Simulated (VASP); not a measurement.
# Al (P6_3/mmc) in VASP: a series of runs, part 2 of 2

VASP 6.6.1.

**4. Single point, PBE+D3(BJ) (14.58 Å³/atom)**

INCAR reads:

```
SYSTEM = Al
  ALGO = Normal
  EDIFF = 1E-7
  ENCUT = 520
  GGA = PE
  ISIF = 2
  ISMEAR = 0
  IVDW = 12
  LASPH = .TRUE.
  LCHARG = .TRUE.
  LELF = .TRUE.
  LREAL = .FALSE.
  LVHAR = .TRUE.
  LWAVE = .FALSE.
  NBANDS = 14
  NELM = 100
  PREC = Accurate
  SIGMA = 0.15
```

KPOINTS reads:

```
k-points
0
G
  18 18 6
  0 0 0
```

POSCAR reads:

```
Al
1.0
    2.6797204935      0.0000000000      0.0000000000
   -1.3398602468      2.3207060224      0.0000000000
    0.0000000000      0.0000000000      9.3811655037
Al
4
Direct
    0.0000000000      0.0000000000      0.0000000000
    0.3333333333      0.6666666667      0.2500000000
    0.0000000000      0.0000000000      0.5000000000
    0.6666666667      0.3333333333      0.7500000000
```

Potentials or basis: VASP PAW PBE potentials, release 64 (Al).

On the command line:

```bash
> cat potpaw_PBE.64/Al/POTCAR > POTCAR
> mpirun -np 1 vasp_std > vasp.out
```

OUTCAR:

```text
SYSTEM = Al
   EDIFF = 1E-7
   ENCUT = 520
   GGA = PE
   ISIF = 2
   ISMEAR = 0
   IVDW = 12
   LASPH = .TRUE.
   LREAL = .FALSE.
   NELM = 100
   PREC = Accurate
 IVDW          = 12

 ion  position               nearest neighbor table
   1  0.000  0.000  0.000-   2 2.81   4 2.81   4 2.81   2 2.81   4 2.81   2 2.81
   2  0.333  0.667  0.250-   1 2.81   3 2.81   1 2.81   3 2.81   1 2.81   3 2.81
   3  0.000  0.000  0.500-   2 2.81   4 2.81   4 2.81   2 2.81   4 2.81   2 2.81
   4  0.667  0.333  0.750-   1 2.81   3 2.81   1 2.81   3 2.81   1 2.81   3 2.81

  LATTYP: Found a hexagonal cell.
 ALAT       =     2.6797204935
 C/A-ratio  =     3.5008000000

  Lattice vectors:

 A1 = (   2.6797204935,   0.0000000000,   0.0000000000)
 A2 = (  -1.3398602468,   2.3207060224,   0.0000000000)
 A3 = (   0.0000000000,   0.0000000000,   9.3811655037)

Analysis of symmetry for initial positions (statically):
=====================================================================
 Subroutine PRICEL returns:
 Original cell was already a primitive cell.

 Routine SETGRP: Setting up the symmetry group for a
 hexagonal supercell.

 Subroutine GETGRP returns: Found 24 space group operations
 (whereof 12 operations were pure point group operations)
 out of a pool of 24 trial point group operations.

The static configuration has the point symmetry D_3d.
 The point group associated with its full space group is D_6h.

Analysis of symmetry for dynamics (positions and initial velocities):
=====================================================================
 Subroutine PRICEL returns:
 Original cell was already a primitive cell.

 Routine SETGRP: Setting up the symmetry group for a
 hexagonal supercell.

 Subroutine GETGRP returns: Found 24 space group operations
 (whereof 12 operations were pure point group operations)
 out of a pool of 24 trial point group operations.

The dynamic configuration has the point symmetry D_3d.
 The point group associated with its full space group is D_6h.

 Subroutine INISYM returns: Found 24 space group operations
 (whereof 12 operations are pure point group operations),
 and found     1 'primitive' translations

----------------------------------------------------------------------------------------

                                     Primitive cell

  volume of cell :      58.3400

  direct lattice vectors                    reciprocal lattice vectors
     2.679720494  0.000000000  0.000000000     0.373173248  0.215451675  0.000000000
    -1.339860247  2.320706022  0.000000000     0.000000000  0.430903350  0.000000000
     0.000000000  0.000000000  9.381165504     0.000000000  0.000000000  0.106596563

  length of vectors
     2.679720494  2.679720494  9.381165504     0.430903350  0.430903350  0.106596563

  position of ions in fractional coordinates (direct lattice)
     0.000000000  0.000000000  0.000000000
     0.333333333  0.666666667  0.250000000
     0.000000000  0.000000000  0.500000000
     0.666666667  0.333333333  0.750000000

  ion indices of the primitive-cell ions
[... 58 lines left out ...]
 [... further k-points ...]
   k-points           NKPTS =    148   k-points in BZ     NKDIM =    148   number of bands    NBANDS=     14
   number of dos      NEDOS =    301   number of ions     NIONS =      4
   total plane-waves  NPLWV =  28000
   dimension x,y,z NGX =    20 NGY =   20 NGZ =   70
   dimension x,y,z NGXF=    40 NGYF=   40 NGZF=  140
   ions per type =               4
   NGX,Y,Z   is equivalent  to a cutoff of  12.41, 12.41, 12.40 a.u.
   NGXF,Y,Z  is equivalent  to a cutoff of  24.82, 24.82, 24.81 a.u.
 SYSTEM =  Al
   PREC   = accura    normal or accurate (medium, high low for compatibility)
   ISTART =      0    job   : 0-new  1-cont  2-samecut
   ICHARG =      2    charge: 1-file 2-atom 10-const
   ISPIN  =      1    spin polarized calculation?
   LNONCOLLINEAR =      F non collinear calculations
   LSORBIT =      F    spin-orbit coupling
   LASPH  =      T    aspherical Exc in radial PAW
   ENCUT  =  520.0 eV  38.22 Ry    6.18 a.u.   4.98  4.98 17.44*2*pi/ulx,y,z
   NELM   =    100;   NELMIN=  2; NELMDL= -5     # of ELM steps
   EDIFF  = 0.1E-06   stopping-criterion for ELM
   LREAL  =      F    real-space projection
   EDIFFG = 0.1E-05   stopping-criterion for IOM
   NSW    =      0    number of steps for IOM
   IBRION =     -1    ionic relax: 0-MD 1-quasi-New 2-CG
   NFREE  =      0    steps in history (QN), initial steepest desc. (CG)
   ISIF   =      2    stress and relaxation
   ISYM   =      2    0-nonsym 1-usesym 2-fastsym
   POTIM  = 0.5000    time-step for ionic-motion
   TEBEG  =    0.0;   TEEND  =   0.0 temperature during run
   PSTRESS=    0.0 pullay stress
   NELECT =      12.0000    total number of electrons
   NUPDOWN=      -1.0000    fix difference up-down
   EMIN   =  10.00;   EMAX   =-10.00  energy-range for DOS
   EFERMI =   0.00;   METHOD = LEGACY
   ISMEAR =     0;   SIGMA  =   0.15  broadening in eV -4-tet -1-fermi 0-gaus
   EFERMI_NEDOS =   21; number of points for ismear=-14 and -15
   IALGO  =     38    algorithm
   IMIX   =      4    mixing-type and parameters
     AMIX     =   0.40;   BMIX     =  1.00
     AMIX_MAG =   1.60;   BMIX_MAG =  1.00
  volume/ion in A,a.u.               =      14.58        98.42
  Fermi-wavevector in a.u.,A,eV,Ry     =   0.966377  1.826187 12.706261  0.933884
  Thomas-Fermi vector in A             =   2.096173
   LORBIT       =      0    0 simple, 1 ext, 2 COOP (PROOUT), +10 PAW based schemes
   GGA     = PE    functional components
   LHFCALC =     F    Hartree Fock is set to
   AEXX    =    0.0000 exact exchange contribution
   IVDW    =    12    specifies the selected vdW correction
   LEPSILON=     F    determine dielectric tensor
   LRPA    =     F    only Hartree local field effects (RPA)
 non-spin polarized calculation
 Gauss-broadening in eV      SIGMA  =   0.15
  energy-cutoff  :      520.00
  volume of cell :       58.34
 maximum number of plane-waves:      1611
 NGX is ok and might be reduce to    20
   NGX =  9   NGY =  9   NGZ = 35

 number of electron      12.0000000 magnetization

 Free energy of the ion-electron system (eV)
  ---------------------------------------------------
  ext. energy  EPLUGINS =         0.00000000
  ---------------------------------------------------
  free energy    TOTEN  =       -14.58847230 eV

  energy without entropy =      -14.57108028  energy(sigma->0) =      -14.57977629

 E-fermi :   9.3196     XC(G=0): -10.6495

 val. band max:        9.3092561839   @ k =   0.3889   0.0556   0.3333
 cond. band min:       9.3207149916   @ k =   0.3333   0.0000   0.1667
 fundamental gap:      0.0114588077
 Fermi energy:         9.3195895803

 k-point     1 :       0.0000    0.0000    0.0000
  band No.  band energies     occupation
      1      -2.6698      2.00000
      2      -1.0007      2.00000
      3      -0.9997      2.00000
      4       3.8702      2.00000
      5       3.9117      2.00000
      6      11.7087      0.00000
      7      11.7159      0.00000
      8      20.9775      0.00000
      9      22.0086      0.00000
     10      22.0086      0.00000
     11      22.1164      0.00000
     12      22.1164      0.00000
     13      22.8299      0.00000
     14      22.8426      0.00000
[... 377 lines left out ...]
      1       2.8714      2.00000
      2       4.4238      2.00000
      3       4.4341      2.00000
      4       5.7172      2.00000
      5       7.3637      2.00000
      6       7.4234      2.00000
      7       9.1770      1.82109
      8       9.4974      0.09371
      9      11.7283      0.00000
     10      12.0046      0.00000
     11      13.6745      0.00000
     12      14.3548      0.00000
     13      14.8466      0.00000
     14      17.1683      0.00000

 [... further k-points ...]

------------------------ aborting loop because EDIFF is reached ----------------------------------------

 Edisp (eV)   -1.53008

 E8    (eV) :    -0.6857

  FORCE on cell =-STRESS in cart. coord.  units (eV):
  Direction    XX          YY          ZZ          XY          YZ          ZX
  --------------------------------------------------------------------------------------
  -------------------------------------------------------------------------------------
  Total       4.42569     4.42569     1.33361    -0.00000     0.00000     0.00000
  in kB     121.54176   121.54176    36.62471    -0.00000     0.00000     0.00000
  external pressure =       93.24 kB  Pullay stress =        0.00 kB

 VOLUME and BASIS-vectors are now :
 -----------------------------------------------------------------------------
  energy-cutoff  :      520.00
  volume of cell :       58.34
      direct lattice vectors                 reciprocal lattice vectors
     2.679720494  0.000000000  0.000000000     0.373173248  0.215451675  0.000000000
    -1.339860247  2.320706022  0.000000000     0.000000000  0.430903350  0.000000000
     0.000000000  0.000000000  9.381165504     0.000000000  0.000000000  0.106596563

 POSITION                                       TOTAL-FORCE (eV/Angst)
 -----------------------------------------------------------------------------------
      0.00000      0.00000      0.00000         0.000000      0.000000      0.000000
     -0.00000      1.54714      2.34529         0.000000      0.000000      0.000000
      0.00000      0.00000      4.69058         0.000000      0.000000      0.000000
      1.33986      0.77357      7.03587        -0.000000     -0.000000     -0.000000
 -----------------------------------------------------------------------------------
    total drift:                               -0.000000      0.000000     -0.000000

  FREE ENERGIE OF THE ION-ELECTRON SYSTEM (eV)
  ---------------------------------------------------
  free  energy   TOTEN  =       -16.1185525617 eV

  energy  without entropy=      -16.1011605416  energy(sigma->0) =      -16.10985655
```

OSZICAR:

```text
N       E                     dE             d eps       ncg     rms          rms(c)
DAV:   1     0.733530187569E+01    0.73353E+01   -0.42405E+03  4160   0.665E+02
DAV:   2    -0.139881582562E+02   -0.21323E+02   -0.19706E+02  5400   0.926E+01
DAV:   3    -0.146893682324E+02   -0.70121E+00   -0.69212E+00  5584   0.134E+01
DAV:   4    -0.146939955516E+02   -0.46273E-02   -0.46268E-02  4942   0.135E+00
DAV:   5    -0.146940452936E+02   -0.49742E-04   -0.49742E-04  5484   0.146E-01    0.309E+00
DAV:   6    -0.146323844711E+02    0.61661E-01   -0.41776E-03  4834   0.370E-01    0.179E+00
DAV:   7    -0.145889663799E+02    0.43418E-01   -0.11191E-02  4564   0.560E-01    0.238E-01
DAV:   8    -0.145884881799E+02    0.47820E-03   -0.30233E-04  5736   0.928E-02    0.102E-01
DAV:   9    -0.145884732107E+02    0.14969E-04   -0.10635E-05  5082   0.169E-02    0.111E-02
DAV:  10    -0.145884728666E+02    0.34412E-06   -0.29989E-07  5470   0.347E-03    0.550E-03
DAV:  11    -0.145884723498E+02    0.51672E-06   -0.34440E-08  3110   0.902E-04    0.768E-04
DAV:  12    -0.145884723006E+02    0.49228E-07   -0.24544E-09  2878   0.323E-04
   1 F= -.16118553E+02 E0= -.16109857E+02  d E =-.173920E-01
```

Run time: 53 s. Hardware: 1 thread of AMD EPYC 9R45 (Zen 5), shared host; peak memory 0.21 GiB.

Results:

```yaml
Free_energy: -16.1186 eV
Pressure: 9.3 GPa
Band_gap_on_the_k_mesh: zero (bands 6 and 7 overlap by 4.67 eV)
Dispersion_energy_per_atom: -0.383 eV
```

Stress tensor (GPa, compression positive):
```
12.15  0.00  0.00
 0.00 12.15  0.00
 0.00  0.00  3.66
```

Caveat: the cell stands under pressure.

**5. Overview**

```tsv
cell	gap on the mesh (eV)	pressure (GPa)
a = 2.767, b = 2.767, c = 8.798 Å, angles 90.0, 90.0, 120.0°, 4 atoms	none	8.6
a = 2.709, b = 2.709, c = 9.183 Å, angles 90.0, 90.0, 120.0°, 4 atoms	none	8.8
a = 2.680, b = 2.680, c = 9.381 Å, angles 90.0, 90.0, 120.0°, 4 atoms	none	9.3
```

Alike in all rows: task single point; level PBE+D3(BJ); potentials or basis VASP PAW PBE potentials, release 64 (Al); no spin polarisation; k mesh 18 × 18 × 6; cutoff (eV) 520; smearing gaussian 0.15 eV.

Caveats: the cell stands under pressure.

Total energies depend on the potentials used, so only differences within one code and one set of settings carry meaning.
